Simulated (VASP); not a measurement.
# Zr (Pm-3n) in VASP: notebook

Zr is run at these levels: PBE; tasks: single point.

All numbers are computed with VASP 6.6.1; they aren't measurements. Logs are shortened: lines on timing, memory, paths and dates and some standing lists are left out, and cuts for length are marked.

### Step 1. The cell of the first run

Symmetry: Pm-3n, No. 223, cubic system. The conventional cell has a = 5.754 Å, b = 5.754 Å, c = 5.754 Å, α = 90.00°, β = 90.00°, γ = 90.00°. Within 4.2 Å of Zr (site symmetry m-3) lie 12 Zr at 3.22 Å. Within 3.8 Å of Zr (site symmetry -4m2) lie 14 Zr at 2.88 to 3.52 Å.

### Step 2. Single point, PBE

INCAR reads:

```
PREC = Accurate
ENCUT = 520
EDIFF = 1E-6
ISMEAR = 0
SIGMA = 0.1
LREAL = F
LASPH = T
NELM = 100
ALGO = Fast
ISIF = 2
LWAVE = F
LCHARG = F
GGA = PE
NBANDS = 58
```

KPOINTS reads:

```
Automatic mesh
0
Gamma
  4 4 4
```

POSCAR reads:

```
Zr
1.0
    5.7542859044      0.0000000000      0.0000000000
    0.0000000000      5.7542859044      0.0000000000
    0.0000000000      0.0000000000      5.7542859044
Zr
8
Direct
    0.5000000000      0.5000000000      0.5000000000
    0.0000000000      0.0000000000      0.0000000000
    0.2500000000      0.0000000000      0.5000000000
    0.5000000000      0.2500000000      0.0000000000
    0.5000000000      0.7500000000      0.0000000000
    0.7500000000      0.0000000000      0.5000000000
    0.0000000000      0.5000000000      0.7500000000
    0.0000000000      0.5000000000      0.2500000000
```

Potentials or basis: VASP PAW PBE potentials, release 64 (Zr_sv).

Launch:

```
cat potpaw_PBE.64/Zr_sv/POTCAR > POTCAR
mpirun -np 1 vasp_std > vasp.out
```

OUTCAR:

```text
PREC = Accurate
   ENCUT = 520
   EDIFF = 1E-6
   ISMEAR = 0
   LREAL = F
   LASPH = T
   NELM = 100
   ISIF = 2
   GGA = PE

 ion  position               nearest neighbor table
   1  0.500  0.500  0.500-   3 3.22   4 3.22   5 3.22   6 3.22   7 3.22   8 3.22   4 3.22   5 3.22
                             3 3.22   6 3.22   7 3.22   8 3.22
   2  0.000  0.000  0.000-   3 3.22   4 3.22   5 3.22   6 3.22   7 3.22   8 3.22   3 3.22   6 3.22
                             7 3.22   8 3.22   4 3.22   5 3.22
   3  0.250  0.000  0.500-   6 2.88   6 2.88   1 3.22   2 3.22   1 3.22   2 3.22   8 3.52   5 3.52
                             4 3.52   5 3.52   4 3.52   7 3.52   8 3.52   7 3.52
   4  0.500  0.250  0.000-   5 2.88   5 2.88   1 3.22   1 3.22   2 3.22   2 3.22   8 3.52   3 3.52
                             3 3.52   6 3.52   6 3.52   7 3.52   7 3.52   8 3.52
   5  0.500  0.750  0.000-   4 2.88   4 2.88   1 3.22   1 3.22   2 3.22   2 3.22   8 3.52   3 3.52
                             3 3.52   6 3.52   6 3.52   7 3.52   7 3.52   8 3.52
   6  0.750  0.000  0.500-   3 2.88   3 2.88   1 3.22   2 3.22   1 3.22   2 3.22   8 3.52   4 3.52
                             4 3.52   5 3.52   5 3.52   7 3.52   8 3.52   7 3.52
   7  0.000  0.500  0.750-   8 2.88   8 2.88   1 3.22   2 3.22   2 3.22   1 3.22   3 3.52   4 3.52
                             5 3.52   3 3.52   6 3.52   6 3.52   4 3.52   5 3.52
   8  0.000  0.500  0.250-   7 2.88   7 2.88   1 3.22   2 3.22   2 3.22   1 3.22   3 3.52   4 3.52
                             5 3.52   3 3.52   6 3.52   6 3.52   4 3.52   5 3.52

  LATTYP: Found a simple cubic cell.
 ALAT       =     5.7542859044

  Lattice vectors:

 A1 = (   5.7542859044,   0.0000000000,   0.0000000000)
 A2 = (   0.0000000000,   5.7542859044,   0.0000000000)
 A3 = (   0.0000000000,   0.0000000000,   5.7542859044)

Analysis of symmetry for initial positions (statically):
=====================================================================
 Subroutine PRICEL returns:
 Original cell was already a primitive cell.

 Routine SETGRP: Setting up the symmetry group for a
 simple cubic supercell.

 Subroutine GETGRP returns: Found 48 space group operations
 (whereof 24 operations were pure point group operations)
 out of a pool of 48 trial point group operations.

The static configuration has the point symmetry T_h .
 The point group associated with its full space group is O_h .

Analysis of symmetry for dynamics (positions and initial velocities):
=====================================================================
 Subroutine PRICEL returns:
 Original cell was already a primitive cell.

 Routine SETGRP: Setting up the symmetry group for a
 simple cubic supercell.

 Subroutine GETGRP returns: Found 48 space group operations
[... 112 lines left out ...]
   NELECT =      96.0000    total number of electrons
   NUPDOWN=      -1.0000    fix difference up-down
   EMIN   =  10.00;   EMAX   =-10.00  energy-range for DOS
   EFERMI =   0.00;   METHOD = LEGACY
   ISMEAR =     0;   SIGMA  =   0.10  broadening in eV -4-tet -1-fermi 0-gaus
   EFERMI_NEDOS =   21; number of points for ismear=-14 and -15
   IALGO  =     68    algorithm
   IMIX   =      4    mixing-type and parameters
     AMIX     =   0.40;   BMIX     =  1.00
     AMIX_MAG =   1.60;   BMIX_MAG =  1.00
  volume/ion in A,a.u.               =      23.82       160.72
  Fermi-wavevector in a.u.,A,eV,Ry     =   1.302688  2.461724 23.089039  1.696996
  Thomas-Fermi vector in A             =   2.433740
   LORBIT       =      0    0 simple, 1 ext, 2 COOP (PROOUT), +10 PAW based schemes
   GGA     = PE    functional components
   LHFCALC =     F    Hartree Fock is set to
   AEXX    =    0.0000 exact exchange contribution
   IVDW    =     0    specifies the selected vdW correction
   LEPSILON=     F    determine dielectric tensor
   LRPA    =     F    only Hartree local field effects (RPA)
 non-spin polarized calculation
 RMM-DIIS sequential band-by-band and
 Gauss-broadening in eV      SIGMA  =   0.10
  energy-cutoff  :      520.00
  volume of cell :      190.53
 maximum number of plane-waves:      5142
 NGX is ok and might be reduce to    48
   NGX = 21   NGY = 21   NGZ = 21

 number of electron      95.9999998 magnetization

 Free energy of the ion-electron system (eV)
  ---------------------------------------------------
  ext. energy  EPLUGINS =         0.00000000
  ---------------------------------------------------
  free energy    TOTEN  =       -67.05969925 eV

  energy without entropy =      -66.95677245  energy(sigma->0) =      -67.00823585

 E-fermi :   8.3267     XC(G=0): -10.9606

 val. band max:        8.3249833863   @ k =   0.5000   0.2500   0.2500
 cond. band min:       8.3379776227   @ k =   0.5000   0.5000   0.5000
 fundamental gap:      0.0129942365
 Fermi energy:         8.3266606721

 k-point     1 :       0.0000    0.0000    0.0000
  band No.  band energies     occupation
      1     -40.0787      2.00000
      2     -39.9807      2.00000
      3     -39.9807      2.00000
      4     -39.9711      2.00000
      5     -39.9157      2.00000
      6     -39.8383      2.00000
[... 599 lines left out ...]
     57      11.2296      0.00000
     58      11.2296      0.00000

------------------------ aborting loop because EDIFF is reached ----------------------------------------

  FORCE on cell =-STRESS in cart. coord.  units (eV):
  Direction    XX          YY          ZZ          XY          YZ          ZX
  --------------------------------------------------------------------------------------
  -------------------------------------------------------------------------------------
  Total       -3.5579676     -3.5579676     -3.5579676      0.0000000      0.0000000      0.0000000
  in kB      -29.9183928    -29.9183928    -29.9183928      0.0000000      0.0000000      0.0000000
  external PRESSURE =     -29.9183928 kB  Pullay stress =       0.0000000 kB

 VOLUME and BASIS-vectors are now :
 -----------------------------------------------------------------------------
  energy-cutoff  :      520.00
  volume of cell :      190.53
      direct lattice vectors                 reciprocal lattice vectors
     5.754285904  0.000000000  0.000000000     0.173783510  0.000000000  0.000000000
     0.000000000  5.754285904  0.000000000     0.000000000  0.173783510  0.000000000
     0.000000000  0.000000000  5.754285904     0.000000000  0.000000000  0.173783510

 POSITION                                       TOTAL-FORCE (eV/Angst)
 -----------------------------------------------------------------------------------
      2.87714      2.87714      2.87714        -0.000000      0.000000     -0.000000
      0.00000      0.00000      0.00000        -0.000000      0.000000     -0.000000
      1.43857      0.00000      2.87714        -0.000000      0.000000     -0.000000
      2.87714      1.43857      0.00000        -0.000000     -0.000000      0.000000
      2.87714      4.31571      0.00000         0.000000      0.000000      0.000000
      4.31571      0.00000      2.87714         0.000000     -0.000000     -0.000000
      0.00000      2.87714      4.31571        -0.000000     -0.000000      0.000000
      0.00000      2.87714      1.43857         0.000000      0.000000     -0.000000
 -----------------------------------------------------------------------------------
    total drift:                                0.000000     -0.000000      0.000000

  FREE ENERGIE OF THE ION-ELECTRON SYSTEM (eV)
  ---------------------------------------------------
  free  energy   TOTEN  =       -67.0596992465 eV

  energy  without entropy=      -66.9567724469  energy(sigma->0) =      -67.00823585
```

OSZICAR:

```text
N       E                     dE             d eps       ncg     rms          rms(c)
DAV:   1     0.108415980876E+04    0.10842E+04   -0.51178E+04  1160   0.166E+03
DAV:   2     0.277095037369E+02   -0.10565E+04   -0.10322E+04  1308   0.501E+02
DAV:   3    -0.588271620594E+02   -0.86537E+02   -0.82487E+02  1800   0.102E+02
[... 13 lines left out ...]
RMM:  17    -0.670596878184E+02   -0.90513E-05   -0.72316E-05  1845   0.254E-02    0.246E-03
RMM:  18    -0.670596940394E+02   -0.62210E-05   -0.47275E-05  1704   0.193E-02    0.445E-03
RMM:  19    -0.670596964381E+02   -0.23987E-05   -0.25391E-05  1515   0.150E-02    0.207E-03
RMM:  20    -0.670596982530E+02   -0.18149E-05   -0.15857E-05  1287   0.115E-02    0.165E-03
RMM:  21    -0.670596992465E+02   -0.99348E-06   -0.96928E-06  1072   0.945E-03
   1 F= -.67059699E+02 E0= -.67008236E+02  d E =-.102927E+00
```

stdout:

```text
POSCAR found type information on POSCAR Zr
 POSCAR found :  1 types and       8 ions
 scaLAPACK will be used
 LDA part: xc-table for (Slater+PW92), standard interpolation
 POSCAR, INCAR and KPOINTS ok, starting setup
 FFT: planning ... GRIDC
 FFT: planning ... GRID_SOFT
 FFT: planning ... GRID
 WAVECAR not read
 entering main loop
WARNING in EDDRMM: call to ZHEGV failed, returncode =   8  4     56
WARNING in EDDRMM: call to ZHEGV failed, returncode =   8  4     20
WARNING in EDDRMM: call to ZHEGV failed, returncode =   8  4     10
WARNING in EDDRMM: call to ZHEGV failed, returncode =   6  3     33
WARNING in EDDRMM: call to ZHEGV failed, returncode =   8  4     32
WARNING in EDDRMM: call to ZHEGV failed, returncode =   6  3     30
WARNING in EDDRMM: call to ZHEGV failed, returncode =   8  4     13
WARNING in EDDRMM: call to ZHEGV failed, returncode =   8  4      9
WARNING in EDDRMM: call to ZHEGV failed, returncode =   8  4     11
WARNING in EDDRMM: call to ZHEGV failed, returncode =   8  4     30
WARNING in EDDRMM: call to ZHEGV failed, returncode =   8  4     17
WARNING in EDDRMM: call to ZHEGV failed, returncode =   8  4     32
WARNING in EDDRMM: call to ZHEGV failed, returncode =   8  4     21
```

It took 3.3 min on 1 thread of Intel Xeon Platinum 8259CL at 2.50GHz (Skylake/Cascade Lake), shared host; peak memory 0.35 GiB.

Results:

```
Free energy            : -67.0597 eV
Pressure               : -3.0 GPa
Band gap on the k mesh : zero (bands 48 and 49 overlap by 0.37 eV)
```

Levels at points of the mesh, in eV from the Fermi level:
| k point | band 44 | band 45 | band 46 | band 47 | band 48 | band 49 | band 50 | band 51 | band 52 | band 53 |
| --- | --- | --- | --- | --- | --- | --- | --- | --- | --- | --- |
| (0.00, 0.00, 0.00) | -0.39 | -0.39 | -0.39 | -0.19 | -0.17 | -0.17 | -0.17 | 0.10 | 0.10 | 0.87 |
| (0.50, 0.00, 0.00) | -0.67 | -0.20 | -0.20 | -0.07 | -0.07 | 0.41 | 0.41 | 0.53 | 0.53 | 1.00 |
| (0.50, 0.50, 0.00) | -0.33 | -0.14 | -0.14 | -0.13 | 0.04 | 0.22 | 0.24 | 0.24 | 0.56 | 0.86 |
| (0.50, 0.50, 0.50) | -0.68 | 0.01 | 0.01 | 0.01 | 0.01 | 0.01 | 0.01 | 0.69 | 0.69 | 0.69 |

### Step 3. Single point, PBE

This run uses another cell than the first one, of 22.97 Å³/atom.

INCAR reads:

```
SYSTEM = Zr
PREC = Accurate ; ENCUT = 520
EDIFF = 1E-6 ; ISMEAR = 0
SIGMA = 0.1 ; LREAL = .False.
LASPH = .True. ; NELM = 60
ALGO = Fast ; ISIF = 2
LWAVE = .False. ; LCHARG = .False.
GGA = PE ; NBANDS = 58
```

KPOINTS reads:

```
regular mesh
0
Gamma
  8 8 8
  0 0 0
```

Edit POSCAR of step 2 so:

```diff
@@ -2,5 +2,5 @@
 1.0
-    5.7542859044      0.0000000000      0.0000000000
-    0.0000000000      5.7542859044      0.0000000000
-    0.0000000000      0.0000000000      5.7542859044
+    5.6851490922      0.0000000000      0.0000000000
+    0.0000000000      5.6851490922      0.0000000000
+    0.0000000000      0.0000000000      5.6851490922
 Zr
```

Potentials or basis: VASP PAW PBE potentials, release 64 (Zr_sv).

Launch:

```
cat potpaw_PBE.64/Zr_sv/POTCAR > POTCAR
mpirun -np 1 vasp_std > vasp.out
```

Wall time 9.5 min (1 thread of Intel Xeon Platinum 8259CL at 2.50GHz (Skylake/Cascade Lake), shared host); peak memory 0.41 GiB.

It converged, with:

| Quantity | Value |
| --- | --- |
| Free energy | -67.1154 eV |
| Pressure | 0.0 GPa |
| Band gap on the k mesh | zero (bands 48 and 49 overlap by 0.40 eV) |

Levels at points of the mesh, in eV from the Fermi level:
| k point | band 46 | band 47 | band 48 | band 49 | band 50 | band 51 |
| --- | --- | --- | --- | --- | --- | --- |
| (0.00, 0.00, 0.00) | -0.42 | -0.27 | -0.12 | -0.12 | -0.12 | 0.09 |
| (0.50, 0.00, 0.00) | -0.22 | -0.09 | -0.09 | 0.45 | 0.45 | 0.58 |
| (0.50, 0.50, 0.00) | -0.17 | -0.17 | 0.02 | 0.25 | 0.26 | 0.26 |
| (0.50, 0.50, 0.50) | -0.03 | -0.03 | -0.03 | -0.03 | -0.03 | 0.73 |
